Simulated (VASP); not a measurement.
# SiGe (P6_3mc) in VASP: notebook, part 3 of 3

VASP 6.6.1.

## 4. Single point, r2SCAN (strain -0.030 along x and y, +0.015 along z)

The input, POSCAR:

```
SiGe
1.0
    3.7872463130      0.0000000000      0.0000000000
   -1.8936231565      3.2798515175      0.0000000000
    0.0000000000      0.0000000000      6.5504848641
Si Ge
2 2
Direct
    0.6666666667      0.3333333333      0.8744661518
    0.3333333333      0.6666666667      0.3744661518
    0.6666666667      0.3333333333      0.5005328482
    0.3333333333      0.6666666667      0.0005328482
```

The input, INCAR.step1:

```
SYSTEM = SiGe
  PREC = Accurate
  ENCUT = 520
  ISMEAR = 0
  SIGMA = 0.05
  LREAL = .FALSE.
  LASPH = .TRUE.
  NELM = 60
  NBANDS = 26
  GGA = PE
  ALGO = Normal
  EDIFF = 1E-4
  LWAVE = .TRUE.
  LCHARG = .FALSE.
```

The input, INCAR.step2:

```
SYSTEM = SiGe
  PREC = Accurate
  ENCUT = 520
  EDIFF = 1E-6
  ISMEAR = 0
  SIGMA = 0.05
  LREAL = .FALSE.
  LASPH = .TRUE.
  NELM = 60
  ALGO = Normal
  ISIF = 2
  LWAVE = .FALSE.
  LCHARG = .FALSE.
  METAGGA = R2SCAN
  LMIXTAU = .TRUE.
  NBANDS = 26
  ISTART = 1
```

The input, KPOINTS:

```
Automatic mesh
0
G
  12 12 4
  0 0 0
```

Potentials or basis: VASP PAW PBE potentials, release 64 (Si, Ge_d).

Started as:

```
cat potpaw_PBE.64/Si/POTCAR potpaw_PBE.64/Ge_d/POTCAR > POTCAR
cp INCAR.step1 INCAR
mpirun -np 1 vasp_std > vasp.out
cp INCAR.step2 INCAR
mpirun -np 1 vasp_std > vasp.out
```

OUTCAR:

```text
SYSTEM = SiGe
   PREC = Accurate
   ENCUT = 520
   EDIFF = 1E-6
   ISMEAR = 0
   LREAL = .FALSE.
   LASPH = .TRUE.
   NELM = 60
   ISIF = 2
   METAGGA = R2SCAN
   ISTART = 1

 ion  position               nearest neighbor table
   1  0.667  0.333  0.874-   4 2.34   4 2.34   4 2.34   3 2.45
   2  0.333  0.667  0.374-   3 2.34   3 2.34   3 2.34   4 2.45
   3  0.667  0.333  0.501-   2 2.34   2 2.34   2 2.34   1 2.45
   4  0.333  0.667  0.001-   1 2.34   1 2.34   1 2.34   2 2.45

  LATTYP: Found a hexagonal cell.
 ALAT       =     3.7872463130
 C/A-ratio  =     1.7296168041

  Lattice vectors:

 A1 = (   3.7872463130,   0.0000000000,   0.0000000000)
 A2 = (  -1.8936231565,   3.2798515175,   0.0000000000)
 A3 = (   0.0000000000,   0.0000000000,   6.5504848641)

Analysis of symmetry for initial positions (statically):
=====================================================================
 Subroutine PRICEL returns:
 Original cell was already a primitive cell.

 Routine SETGRP: Setting up the symmetry group for a
 hexagonal supercell.

 Subroutine GETGRP returns: Found 12 space group operations
 (whereof  6 operations were pure point group operations)
 out of a pool of 24 trial point group operations.

The static configuration has the point symmetry C_3v.
 The point group associated with its full space group is C_6v.

Analysis of symmetry for dynamics (positions and initial velocities):
=====================================================================
 Subroutine PRICEL returns:
 Original cell was already a primitive cell.

 Routine SETGRP: Setting up the symmetry group for a
 hexagonal supercell.

 Subroutine GETGRP returns: Found 12 space group operations
 (whereof  6 operations were pure point group operations)
 out of a pool of 24 trial point group operations.

The dynamic configuration has the point symmetry C_3v.
 The point group associated with its full space group is C_6v.

 Subroutine INISYM returns: Found 12 space group operations
 (whereof  6 operations are pure point group operations),
 and found     1 'primitive' translations

----------------------------------------------------------------------------------------

                                     Primitive cell

  volume of cell :      81.3675

  direct lattice vectors                    reciprocal lattice vectors
     3.787246313  0.000000000  0.000000000     0.264044088  0.152445925  0.000000000
    -1.893623156  3.279851518  0.000000000     0.000000000  0.304891851  0.000000000
     0.000000000  0.000000000  6.550484864     0.000000000  0.000000000  0.152660455

  length of vectors
     3.787246313  3.787246313  6.550484864     0.304891851  0.304891851  0.152660455

  position of ions in fractional coordinates (direct lattice)
     0.666666667  0.333333333  0.874466152
     0.333333333  0.666666667  0.374466152
     0.666666667  0.333333333  0.500532848
     0.333333333  0.666666667  0.000532848

  ion indices of the primitive-cell ions
   primitive index   ion index
                 1           1
                 2           2
                 3           3
                 4           4

----------------------------------------------------------------------------------------

 KPOINTS: Automatic mesh

Automatic generation of k-mesh.
 Grid dimensions read from file:
 generate k-points for:   12   12    4

 Generating k-lattice:

  Cartesian coordinates                     Fractional coordinates (reciprocal lattice)
     0.022003674  0.012703827  0.000000000     0.083333333  0.000000000  0.000000000
     0.000000000  0.025407654  0.000000000     0.000000000  0.083333333  0.000000000
     0.000000000  0.000000000  0.038165114     0.000000000  0.000000000  0.250000000

  Length of vectors
     0.025407654  0.025407654  0.038165114

  Shift w.r.t. Gamma in fractional coordinates (k-lattice)
     0.000000000  0.000000000  0.000000000

 Subroutine IBZKPT returns following result:
 ===========================================

 Found     57 irreducible k-points:

 Following reciprocal coordinates:
            Coordinates               Weight
  0.000000  0.000000  0.000000      1.000000
  0.083333 -0.000000  0.000000      6.000000
  0.166667  0.000000  0.000000      6.000000
  0.250000  0.000000  0.000000      6.000000
  0.333333 -0.000000  0.000000      6.000000
  0.416667  0.000000  0.000000      6.000000
[... 16 lines left out ...]
  0.250000  0.000000  0.250000     12.000000
  0.333333 -0.000000  0.250000     12.000000
 [... further k-points ...]
   k-points           NKPTS =     57   k-points in BZ     NKDIM =     57   number of bands    NBANDS=     26
   number of dos      NEDOS =    301   number of ions     NIONS =      4
   total plane-waves  NPLWV =  39200
   dimension x,y,z NGX =    28 NGY =   28 NGZ =   50
   dimension x,y,z NGXF=    56 NGYF=   56 NGZF=  100
   ions per type =               2   2
   NGX,Y,Z   is equivalent  to a cutoff of  12.29, 12.29, 12.69 a.u.
   NGXF,Y,Z  is equivalent  to a cutoff of  24.58, 24.58, 25.38 a.u.
 SYSTEM =  SiGe
   PREC   = accura    normal or accurate (medium, high low for compatibility)
   ISTART =      1    job   : 0-new  1-cont  2-samecut
   ICHARG =      0    charge: 1-file 2-atom 10-const
   ISPIN  =      1    spin polarized calculation?
   LNONCOLLINEAR =      F non collinear calculations
   LSORBIT =      F    spin-orbit coupling
   LASPH  =      T    aspherical Exc in radial PAW
   ENCUT  =  520.0 eV  38.22 Ry    6.18 a.u.   7.04  7.04 12.18*2*pi/ulx,y,z
   NELM   =     60;   NELMIN=  2; NELMDL=  0     # of ELM steps
   EDIFF  = 0.1E-05   stopping-criterion for ELM
   LREAL  =      F    real-space projection
   EDIFFG = 0.1E-04   stopping-criterion for IOM
   NSW    =      0    number of steps for IOM
   IBRION =     -1    ionic relax: 0-MD 1-quasi-New 2-CG
   NFREE  =      0    steps in history (QN), initial steepest desc. (CG)
   ISIF   =      2    stress and relaxation
   ISYM   =      2    0-nonsym 1-usesym 2-fastsym
   POTIM  = 0.5000    time-step for ionic-motion
   TEBEG  =    0.0;   TEEND  =   0.0 temperature during run
   PSTRESS=    0.0 pullay stress
   NELECT =      36.0000    total number of electrons
   NUPDOWN=      -1.0000    fix difference up-down
   EMIN   =  10.00;   EMAX   =-10.00  energy-range for DOS
   EFERMI =   0.00;   METHOD = LEGACY
   ISMEAR =     0;   SIGMA  =   0.05  broadening in eV -4-tet -1-fermi 0-gaus
   EFERMI_NEDOS =   21; number of points for ismear=-14 and -15
   IALGO  =     38    algorithm
   IMIX   =      4    mixing-type and parameters
     AMIX     =   0.40;   BMIX     =  1.00
     AMIX_MAG =   1.60;   BMIX_MAG =  1.00
  volume/ion in A,a.u.               =      20.34       137.27
  Fermi-wavevector in a.u.,A,eV,Ry     =   1.247456  2.357350 21.172661  1.556147
  Thomas-Fermi vector in A             =   2.381587
   LORBIT       =      0    0 simple, 1 ext, 2 COOP (PROOUT), +10 PAW based schemes
   METAGGA = R2SCAN    functional components
   LHFCALC =     F    Hartree Fock is set to
   AEXX    =    0.0000 exact exchange contribution
   IVDW    =     0    specifies the selected vdW correction
   LEPSILON=     F    determine dielectric tensor
   LRPA    =     F    only Hartree local field effects (RPA)
 non-spin polarized calculation
 Gauss-broadening in eV      SIGMA  =   0.05
  energy-cutoff  :      520.00
  volume of cell :       81.37
 maximum number of plane-waves:      2206
   NGX = 15   NGY = 15   NGZ = 25

 number of electron      36.0000028 magnetization

 Free energy of the ion-electron system (eV)
  ---------------------------------------------------
  ext. energy  EPLUGINS =         0.00000000
  ---------------------------------------------------
  free energy    TOTEN  =       -45.04435599 eV

  energy without entropy =      -45.04435599  energy(sigma->0) =      -45.04435599

 E-fermi :   6.2610     XC(G=0): -10.5916

 val. band max:        5.9810346068   @ k =   0.0000   0.0000   0.0000
 cond. band min:       6.7261278138   @ k =   0.3333  -0.0000   0.2500
 fundamental gap:      0.7450932070
 Fermi energy:         6.2610272405

 k-point     1 :       0.0000    0.0000    0.0000
  band No.  band energies     occupation
      1     -19.3170      2.00000
      2     -19.3170      2.00000
      3     -19.3170      2.00000
      4     -19.3160      2.00000
      5     -19.3136      2.00000
      6     -19.3136      2.00000
[... 685 lines left out ...]
     25      13.7690      0.00000
     26      14.3247      0.00000

 [... further k-points ...]

------------------------ aborting loop because EDIFF is reached ----------------------------------------

  FORCE on cell =-STRESS in cart. coord.  units (eV):
  Direction    XX          YY          ZZ          XY          YZ          ZX
  --------------------------------------------------------------------------------------
  -------------------------------------------------------------------------------------
  Total        4.0927490      4.0927490     -1.2930871      0.0000000     -0.0000000      0.0000000
  in kB       80.5887677     80.5887677    -25.4616881      0.0000000     -0.0000000      0.0000000
  external PRESSURE =      45.2386158 kB  Pullay stress =       0.0000000 kB

 VOLUME and BASIS-vectors are now :
 -----------------------------------------------------------------------------
  energy-cutoff  :      520.00
  volume of cell :       81.37
      direct lattice vectors                 reciprocal lattice vectors
     3.787246313  0.000000000  0.000000000     0.264044088  0.152445925  0.000000000
    -1.893623156  3.279851518  0.000000000     0.000000000  0.304891851  0.000000000
     0.000000000  0.000000000  6.550484864     0.000000000  0.000000000  0.152660455

 POSITION                                       TOTAL-FORCE (eV/Angst)
 -----------------------------------------------------------------------------------
      1.89362      1.09328      5.72818        -0.000000      0.000000     -0.485934
     -0.00000      2.18657      2.45293         0.000000      0.000000     -0.485934
      1.89362      1.09328      3.27873        -0.000000      0.000000      0.485934
     -0.00000      2.18657      0.00349         0.000000     -0.000000      0.485934
 -----------------------------------------------------------------------------------
    total drift:                               -0.000001     -0.000001     -0.002236

  FREE ENERGIE OF THE ION-ELECTRON SYSTEM (eV)
  ---------------------------------------------------
  free  energy   TOTEN  =       -45.0443559940 eV

  energy  without entropy=      -45.0443559940  energy(sigma->0) =      -45.04435599
```

Wall time 3.9 min (1 thread of Intel Xeon Platinum 8488C (Sapphire Rapids), shared host); peak memory 0.26 GiB.

What came out:

| Item | Value |
| --- | --- |
| Free energy | -45.0444 eV |
| Pressure | 4.5 GPa |
| Largest force | 0.486 eV/Å |
| Band gap on the k mesh | 0.75 eV (least direct gap 1.42 eV) |

Forces on the atoms (eV/Å):
```
Si   0.000  0.000 -0.486
Si   0.000  0.000 -0.486
Ge   0.000  0.000  0.486
Ge   0.000  0.000  0.486
```

Stress tensor (GPa, compression positive):
```
 8.06  0.00  0.00
 0.00  8.06  0.00
 0.00  0.00 -2.55
```

Caveat: the cell differs from its parent crystal (strain -0.030 along x and y, +0.015 along z); the cell stands under pressure; the PAW data sets were made with another functional, which shifts forces and pressure a little. A k mesh can miss the band edges.

## 5. The runs side by side

```csv
cell,gap on the mesh (eV),pressure (GPa),largest force (eV/Å)
"a = 3.787, b = 3.787, c = 6.454 Å, angles 90.0, 90.0, 120.0°, 4 atoms",0.70,6.0,0.38
"a = 3.846, b = 3.846, c = 6.260 Å, angles 90.0, 90.0, 120.0°, 4 atoms",0.48,5.9,0.18
"a = 3.787, b = 3.787, c = 6.550 Å, angles 90.0, 90.0, 120.0°, 4 atoms",0.75,4.5,0.49
```

Alike in all rows: task single point; level r2SCAN; potentials or basis VASP PAW PBE potentials, release 64 (Si, Ge_d); no spin polarisation; k mesh 12 × 12 × 4; cutoff (eV) 520; smearing gaussian 0.05 eV.

Caveats: the cell stands under pressure; the PAW data sets were made with another functional, which shifts forces and pressure a little.

Absolute energies hang on the potentials; compare differences alone.
